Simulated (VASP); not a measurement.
# CuSi12O24 (a cell with a defect) in VASP: notebook, part 2 of 3

VASP 6.6.1. Earlier steps stand in the parts before.

**3. Single point, PBE+D3(BJ), collinear spin, zero start**

Contents of INCAR:

```
SYSTEM = CuSi12O24
  PREC = Accurate
  ENCUT = 520
  EDIFF = 1E-6
  ISMEAR = 0
  SIGMA = 0.05
  LREAL = Auto
  LASPH = .True.
  NELM = 150
  ALGO = Normal
  ISIF = 2
  LWAVE = .False.
  LCHARG = .False.
  ISPIN = 2
  MAGMOM = 0 0 0 0 0 0 0 0 0 0 0 0 0 0 0 0 0 0 0 0 0 0 0 0 0 0 0 0 0 0 0 0 0 0 0 0 0
  LORBIT = 11
  LMAXMIX = 4
  GGA = PE
  IVDW = 12
  NBANDS = 130
  LUSENCCL = .False.
```

Contents of KPOINTS:

```
Automatic mesh
0
Gamma
  2 2 1
  0 0 0
```

Contents of POSCAR:

```
CuSi12O24
1.0
   -2.4920500000      4.3163570000      5.4500000000
    4.9841000000      0.0000000000      5.4500000000
    4.9841000000      8.6327140000      0.0000000000
Si O Cu
12 24 1
Direct
    0.0920281480      0.5740668978      0.9586406615
    0.4062373638      0.9265211683      0.0352349807
    0.0013599899     -0.0005203569      0.2598241756
    0.0819373255      0.5742885460      0.4524334122
    0.4053041328      0.9215764177      0.5331382077
    0.0049007531      0.0057875038      0.7642927357
    0.6016714053      0.0687199709      0.1999291785
    0.8881658361      0.4327242557      0.2806006519
    0.4846640008      0.4957429716      0.5037504019
    0.6014633107      0.0539827443      0.6994785914
    0.9192641463      0.4370989729      0.7909410375
    0.5138760782      0.4970703438      0.0151755743
    0.2929328638      0.4698502555      1.0148613962
    0.1830405647      0.0318245729      0.1129665106
    0.9133484797      0.5286972083      0.1051929782
    0.5826461523      0.3055681596      0.1459176340
    0.9239316351      0.1933779062      0.3244128346
    0.5675462169      0.9862073611      0.0807151625
    0.3047497675      0.4589472967      0.4674026277
    0.1887125706      0.0291870624      0.6172739158
    0.9295179410      0.5338827930      0.6158403636
    0.5581750547      0.2979480646      0.6302343846
    0.9414276457      0.1984795103      0.8291280346
    0.5769557157      0.9533411650      0.5867889470
    0.8234351046      0.9589828771      0.2202880951
    0.6623350931      0.5295272922      0.3577402523
    0.4381175996      0.0152548775      0.3570432233
    0.0719558428      0.8100159004      0.3884306713
    0.4188172884      0.6836140878      0.5747093053
    0.0362262678      0.4872700625      0.3419889151
    0.8250764819      0.9809660869      0.7165692448
    0.7227924385      0.5567301303      0.8902973965
    0.4379480796      0.0099344892      0.8561529712
    0.0692120085      0.8114509273      0.8912165123
    0.4324455642      0.6899047110      0.0852635176
    0.1012272270      0.4722823143      0.8324901242
    0.5234894635      0.4001934723      0.8085368738
```

Potentials or basis: VASP PAW PBE potentials, release 64 (Si, O, Cu).

On the command line:

```sh
> cat potpaw_PBE.64/Si/POTCAR potpaw_PBE.64/O/POTCAR potpaw_PBE.64/Cu/POTCAR > POTCAR
> mpirun -np 1 vasp_std > vasp.out
```

OUTCAR:

```text
SYSTEM = CuSi12O24
   PREC = Accurate
   ENCUT = 520
   EDIFF = 1E-6
   ISMEAR = 0
   LREAL = Auto
   LASPH = .True.
   NELM = 150
   ISIF = 2
   ISPIN = 2
   LORBIT = 11
   GGA = PE
   IVDW = 12
 IVDW          = 12

 ion  position               nearest neighbor table
   1  0.092  0.574  0.959-  15 1.62  34 1.63  13 1.63  36 1.64  11 2.97   8 3.02   6 3.12
   2  0.406  0.927  0.035-  35 1.61  18 1.63  14 1.63  33 1.64  12 3.07   3 3.09   7 3.10  10 3.11

   3  0.001  0.999  0.260-  14 1.63  17 1.63  25 1.63  28 1.63   7 3.06   4 3.07   2 3.09   8 3.10

   4  0.082  0.574  0.452-  30 1.61  28 1.63  19 1.63  21 1.63   9 3.03   3 3.07  11 3.10   8 3.14
[... 13 lines left out ...]
  11  0.919  0.437  0.791-  21 1.63  32 1.64  23 1.64  36 1.65  37 2.96   1 2.97  12 3.08   4 3.10
                             6 3.13
  12  0.514  0.497  0.015-  16 1.64  35 1.65  32 1.70  13 1.71  37 2.37   7 3.07   2 3.07  11 3.08

  13  0.293  0.470  0.015-   1 1.63  12 1.71  37 2.28
  14  0.183  0.032  0.113-   3 1.63   2 1.63
  15  0.913  0.529  0.105-   8 1.62   1 1.62
  16  0.583  0.306  0.146-   7 1.62  12 1.64
  17  0.924  0.193  0.324-   8 1.63   3 1.63
  18  0.568  0.986  0.081-   7 1.62   2 1.63
  19  0.305  0.459  0.467-   9 1.61   4 1.63
  20  0.189  0.029  0.617-   5 1.62   6 1.63
  21  0.930  0.534  0.616-   4 1.63  11 1.63
  22  0.558  0.298  0.630-   9 1.65  10 1.66  37 2.07
  23  0.941  0.198  0.829-   6 1.63  11 1.64
  24  0.577  0.953  0.587-  10 1.62   5 1.64
  25  0.823  0.959  0.220-   3 1.63   7 1.63
  26  0.662  0.530  0.358-   9 1.60   8 1.62
  27  0.438  0.015  0.357-   5 1.62   7 1.64
  28  0.072  0.810  0.388-   4 1.63   3 1.63
  29  0.419  0.684  0.575-   9 1.63   5 1.64
  30  0.036  0.487  0.342-   4 1.61   8 1.62
  31  0.825  0.981  0.717-  10 1.62   6 1.63
  32  0.723  0.557  0.890-  11 1.64  12 1.70
  33  0.438  0.010  0.856-  10 1.62   2 1.64
  34  0.069  0.811  0.891-   6 1.62   1 1.63
  35  0.432  0.690  0.085-   2 1.61  12 1.65
  36  0.101  0.472  0.832-   1 1.64  11 1.65
  37  0.523  0.400  0.809-  22 2.07  13 2.28  12 2.37  10 2.93  11 2.96   9 2.97

  LATTYP: Found a base centered monoclinic cell.
[... 742 lines left out ...]
 Fermi energy:         5.5629759431

 spin component 2

 k-point     1 :       0.0000    0.0000    0.0000
  band No.  band energies     occupation
      1     -18.2332      1.00000
      2     -17.7308      1.00000
      3     -17.6582      1.00000
      4     -17.5474      1.00000
      5     -17.3095      1.00000
      6     -17.2132      1.00000
[... 453 lines left out ...]
    112      10.2058      0.00000
    113      10.3137      0.00000
 [bands above 113 left out]

------------------------ aborting loop because EDIFF is reached ----------------------------------------

 Edisp (eV)   -5.50726

 E8    (eV) :    -1.8938

  FORCE on cell =-STRESS in cart. coord.  units (eV):
  Direction    XX          YY          ZZ          XY          YZ          ZX
  --------------------------------------------------------------------------------------
  -------------------------------------------------------------------------------------
  Total      -0.91689    -0.21336     1.73646    -0.57403     1.54204    -2.72214
  in kB      -3.13232    -0.72890     5.93218    -1.96104     5.26799    -9.29952
  external pressure =        0.69 kB  Pullay stress =        0.00 kB

 VOLUME and BASIS-vectors are now :
 -----------------------------------------------------------------------------
  energy-cutoff  :      520.00
  volume of cell :      468.99
      direct lattice vectors                 reciprocal lattice vectors
    -2.492050000  4.316357000  5.450000000    -0.100319014  0.057919213  0.091743119
     4.984100000  0.000000000  5.450000000     0.100319014 -0.057919213  0.091743119
     4.984100000  8.632714000  0.000000000     0.050159507  0.086878819 -0.045871560

 POSITION                                       TOTAL-FORCE (eV/Angst)
 -----------------------------------------------------------------------------------
      7.40983      8.67290      3.63022        -0.005162      0.015636      0.002666
      3.78112      2.05764      7.26353         0.013957     -0.017782      0.011799
      6.27311      2.24886      5.45458         0.018238      0.023161     -0.007230
      4.91309      4.25940      3.57643        -0.010545     -0.001110     -0.017895
      6.24041      6.35187      7.23150        -0.006633     -0.012351     -0.029421
      3.82594      6.61907      0.05825         0.014852     -0.009575     -0.013330
[... 29 lines left out ...]
      6.25085      7.62358      3.12563         0.009273     -0.001753      0.006563
      4.71987      9.23944      5.03407        -0.001936      0.020305     -0.013596
 -----------------------------------------------------------------------------------
    total drift:                               -0.010283      0.003564     -0.001948

  FREE ENERGIE OF THE ION-ELECTRON SYSTEM (eV)
  ---------------------------------------------------
  free  energy   TOTEN  =      -289.1418193207 eV

  energy  without entropy=     -289.1337823152  energy(sigma->0) =     -289.13780082

 total charge

# of ion       s       p       d       tot
------------------------------------------
    1        0.645   0.979   0.000   1.623
    2        0.640   0.979   0.000   1.619
    3        0.641   0.981   0.000   1.622
    4        0.642   0.985   0.000   1.626
    5        0.638   0.973   0.000   1.612
    6        0.635   0.971   0.000   1.606
[... 29 lines left out ...]
   36        1.556   3.653   0.000   5.209
   37        0.407   0.168   9.350   9.925
--------------------------------------------------
tot         45.330 100.070   9.350 154.750

 magnetization (x)

# of ion       s       p       d       tot
------------------------------------------
    1       -0.000  -0.000   0.000  -0.000
    2       -0.000  -0.000   0.000  -0.000
    3        0.000   0.000   0.000   0.000
    4       -0.000  -0.000   0.000  -0.000
    5        0.000   0.000   0.000   0.000
    6        0.000  -0.000   0.000  -0.000
[... 29 lines left out ...]
   36       -0.000  -0.000   0.000  -0.000
   37       -0.000  -0.000  -0.000  -0.000
--------------------------------------------------
tot         -0.000  -0.000  -0.000  -0.000
```

It took 1.9 min on 1 × NVIDIA H100 80GB with 1 thread of AMD EPYC 7R13 (Zen 3), shared host; peak memory 1.8 GiB.

What came out:

```yaml
Free_energy: -289.1418 eV
Pressure: 0.1 GPa
Largest_force: 0.047 eV/Å
Net_moment: 0.00 μB per cell
Valence_electrons_inside_the_program's_atomic_spheres: Si 1.62, 1.63, 1.61, 1.55 (each value once); O 5.18, 5.23, 5.24, 5.22, 5.25, 5.21 (each value once); Cu 9.93
Dispersion_energy_per_atom: -0.149 eV
```

Forces on the atoms (eV/Å):
```
Si  -0.005  0.016  0.003
Si   0.014 -0.018  0.012
Si   0.018  0.023 -0.007
Si  -0.011 -0.001 -0.018
Si  -0.007 -0.012 -0.029
Si   0.015 -0.010 -0.013
Si  -0.010  0.010 -0.016
Si   0.017  0.001 -0.004
Si   0.014  0.040  0.008
Si  -0.002 -0.007  0.021
Si  -0.019 -0.026 -0.010
Si   0.013  0.022 -0.024
O   -0.003 -0.001  0.047
O   -0.006 -0.001  0.010
O    0.003 -0.005  0.001
O    0.008 -0.001  0.002
O   -0.009 -0.018  0.012
O    0.009 -0.012 -0.010
O    0.015 -0.008 -0.017
O    0.007  0.025  0.004
O   -0.005  0.012  0.001
O   -0.015 -0.035 -0.018
O   -0.013 -0.011  0.018
O   -0.001 -0.004  0.006
O    0.007  0.000  0.007
O   -0.026  0.019  0.002
O   -0.022 -0.003  0.007
O   -0.014 -0.004  0.005
O    0.010 -0.008  0.010
O    0.014 -0.013 -0.003
O   -0.002  0.010  0.015
O    0.021 -0.030  0.002
O   -0.012  0.021 -0.012
O   -0.005  0.004  0.006
O   -0.008  0.006 -0.012
O    0.009 -0.002  0.007
Cu  -0.002  0.020 -0.014
```

Stress tensor (GPa, compression positive):
```
-0.31 -0.20 -0.93
-0.20 -0.07  0.53
-0.93  0.53  0.59
```

Levels at points of the mesh, in eV from the Fermi level:
Spin up:
```tsv
k point	band 97	band 98	band 99	band 100	band 101	band 102	band 103	band 104	band 105	band 106
(0.00, 0.00, 0.00)	-2.73	-2.58	-2.50	-2.45	-2.29	-0.30	1.95	3.00	3.17	3.69
(0.50, 0.00, 0.00)	-2.74	-2.62	-2.51	-2.44	-2.27	0.04	2.36	2.71	3.16	3.47
(0.00, 0.50, 0.00)	-2.73	-2.58	-2.51	-2.45	-2.28	-0.04	2.18	2.87	3.19	3.58
(0.50, 0.50, 0.00)	-2.74	-2.62	-2.51	-2.44	-2.27	0.13	2.61	2.97	3.04	3.54
```
Spin down:
```csv
k point,band 99,band 100,band 101,band 102,band 103,band 104
"(0.00, 0.00, 0.00)",-2.50,-2.45,-2.29,-0.30,1.95,3.00
"(0.50, 0.00, 0.00)",-2.51,-2.44,-2.27,0.04,2.36,2.71
"(0.00, 0.50, 0.00)",-2.51,-2.45,-2.28,-0.04,2.18,2.87
"(0.50, 0.50, 0.00)",-2.51,-2.44,-2.27,0.13,2.61,2.97
```

Caveat: the k points lie up to 0.69 Å⁻¹ apart; no moment was typed at the start, so none could form; semilocal functionals often make such compounds metallic where correlation or magnetic order opens a gap, which also shifts bond lengths.

**4. Single point, PBE+D3(BJ), collinear spin, zero start**

Contents of INCAR:

```
ALGO = Normal
EDIFF = 1E-6
ENCUT = 520
GGA = PE
ISIF = 2
ISMEAR = 0
ISPIN = 2
IVDW = 12
LASPH = True
LCHARG = True
LELF = True
LMAXMIX = 4
LORBIT = 11
LREAL = Auto
LUSENCCL = False
LVHAR = True
LWAVE = False
MAGMOM = 0 0 0 0 0 0 0 0 0 0 0 0 0 0 0 0 0 0 0 0 0 0 0 0 0 0 0 0 0 0 0 0 0 0 0 0 0
NBANDS = 130
NELM = 150
PREC = Accurate
SIGMA = 0.05
```

Contents of KPOINTS:

```
k-points
0
Gamma
  2 2 1
```

Contents of POSCAR:

```
CuSi12O24
1.0
   -2.4920500000      4.3163570000      5.4500000000
    4.9841000000      0.0000000000      5.4500000000
    4.9841000000      8.6327140000      0.0000000000
Si O Cu
12 24 1
Direct
    0.0958705451      0.5682112898      0.9623665862
    0.4044097377      0.9311253082      0.0335137012
   -0.0008511082     -0.0001613689      0.2608180564
    0.0816525985      0.5740152915      0.4525582841
    0.4051423431      0.9283233450      0.5315699108
    0.0051653563      0.0010067538      0.7663312463
    0.6005694220      0.0726181009      0.1982936040
    0.8881998926      0.4342232267      0.2782027965
    0.4875463692      0.4975013372      0.5009398917
    0.5990608408      0.0638571409      0.7002273615
    0.9266882318      0.4302247957      0.7923312140
    0.5056202328      0.4995038039      0.0132366911
    0.2808646889      0.4580112744      1.0365859142
    0.1804099776      0.0307643343      0.1138530861
    0.9076159144      0.5304848196      0.1034589695
    0.5863831318      0.3079170517      0.1402585635
    0.9231260946      0.1946961072      0.3241852122
    0.5653715624      0.9894873367      0.0800923671
    0.3057305351      0.4613217585      0.4669424777
    0.1857495727      0.0268607026      0.6169432385
    0.9340992362      0.5281090207      0.6174811564
    0.5632159901      0.3070572209      0.6302906269
    0.9433115731      0.1934585187      0.8306470582
    0.5727882988      0.9654872976      0.5861465140
    0.8203891006      0.9595940187      0.2221546738
    0.6619698437      0.5322063031      0.3540712494
    0.4359892056      0.0211480421      0.3558808899
    0.0689691413      0.8103550789      0.3902631970
    0.4269035536      0.6868865381      0.5720627207
    0.0337592986      0.4886740959      0.3423665854
    0.8212173820      0.9808844529      0.7209499359
    0.7233344239      0.5453009889      0.8870503987
    0.4334515383      0.0224126818      0.8553764689
    0.0741712225      0.8059106124      0.8911902473
    0.4351696917      0.6943110422      0.0795730352
    0.1065262565      0.4672522757      0.8347610783
    0.5086338293      0.4866590148      0.7810412589
```

On the command line:

```sh
> cat potpaw_PBE.64/Si/POTCAR potpaw_PBE.64/O/POTCAR potpaw_PBE.64/Cu/POTCAR > POTCAR
> mpirun -np 1 vasp_std > vasp.out
```

It took 1.8 min on 1 × NVIDIA H100 80GB with 1 thread of AMD EPYC 7R13 (Zen 3), shared host; peak memory 1.8 GiB.

The run converged. Its results:

- Free energy: -289.1398 eV
- Pressure: 0.0 GPa
- Largest force: 0.053 eV/Å
- Net moment: 0.00 μB per cell
- Valence electrons inside the program's atomic spheres: Si 1.62, 1.61, 1.63, 1.64, 1.60, 1.55 (each value once); O 5.18, 5.24, 5.23, 5.21, 5.22, 5.25, 5.17, 5.20 (each value once); Cu 9.91
- Dispersion energy per atom: -0.149 eV

Forces in eV/Å, atoms in the order of the input:
```
Si  -0.015  0.010  0.015
Si   0.014 -0.011  0.005
Si   0.002  0.018  0.003
Si  -0.022 -0.009 -0.006
Si   0.013 -0.002  0.006
Si   0.006  0.001 -0.012
Si  -0.033 -0.007 -0.026
Si  -0.002  0.010 -0.010
Si   0.020 -0.002  0.006
Si  -0.004 -0.002  0.006
Si  -0.018 -0.008 -0.011
Si   0.026 -0.014  0.012
O   -0.006  0.038 -0.016
O    0.003  0.013 -0.007
O    0.005 -0.026  0.006
O    0.002  0.002  0.004
O   -0.008 -0.008  0.010
O    0.008  0.006 -0.009
O    0.017  0.003 -0.013
O    0.015  0.021 -0.011
O   -0.014  0.005  0.008
O   -0.040  0.002 -0.034
O   -0.001 -0.008  0.018
O    0.002 -0.015  0.002
O    0.006  0.001  0.005
O   -0.020  0.004  0.004
O   -0.009  0.001  0.008
O   -0.003 -0.007 -0.001
O   -0.015 -0.034 -0.002
O    0.027  0.000  0.008
O    0.011 -0.010  0.004
O   -0.001  0.006 -0.013
O   -0.012  0.012  0.012
O   -0.010 -0.003  0.009
O    0.009 -0.007  0.003
O    0.013 -0.003  0.009
Cu   0.033  0.024  0.008
```

Stress tensor (GPa, compression positive):
```
-0.06  0.10 -1.41
 0.10 -0.66  0.37
-1.41  0.37  0.60
```

Levels at points of the mesh, in eV from the Fermi level:
Spin up:
```
           k point  band 97  band 98  band 99  band 100  band 101  band 102  band 103  band 104  band 105  band 106
(0.00, 0.00, 0.00)    -2.74    -2.42    -2.39     -2.34     -2.23     -0.32      2.01      3.03      3.27      3.83
(0.50, 0.00, 0.00)    -2.79    -2.42    -2.41     -2.34     -2.22      0.09      2.41      2.71      3.35      3.60
(0.00, 0.50, 0.00)    -2.74    -2.42    -2.39     -2.33     -2.23     -0.09      2.32      2.92      3.40      3.63
(0.50, 0.50, 0.00)    -2.79    -2.42    -2.40     -2.33     -2.21      0.18      2.73      2.97      3.12      3.69
```
Spin down:
| k point | band 97 | band 98 | band 99 | band 100 | band 101 | band 102 | band 103 | band 104 | band 105 | band 106 |
| --- | --- | --- | --- | --- | --- | --- | --- | --- | --- | --- |
| (0.00, 0.00, 0.00) | -2.74 | -2.42 | -2.39 | -2.34 | -2.23 | -0.32 | 2.01 | 3.03 | 3.27 | 3.83 |
| (0.50, 0.00, 0.00) | -2.79 | -2.42 | -2.41 | -2.34 | -2.22 | 0.09 | 2.41 | 2.71 | 3.35 | 3.60 |
| (0.00, 0.50, 0.00) | -2.74 | -2.42 | -2.39 | -2.33 | -2.23 | -0.09 | 2.32 | 2.92 | 3.40 | 3.63 |
| (0.50, 0.50, 0.00) | -2.79 | -2.42 | -2.40 | -2.33 | -2.21 | 0.18 | 2.73 | 2.97 | 3.12 | 3.69 |

Caveat: the k points lie up to 0.69 Å⁻¹ apart; no moment was typed at the start, so none could form; semilocal functionals often make such compounds metallic where correlation or magnetic order opens a gap, which also shifts bond lengths. With open d or f shells a metallic result of PBE can be an artefact of self-interaction; +U or a hybrid may open a gap.

(Continued in part 3 of 3.)
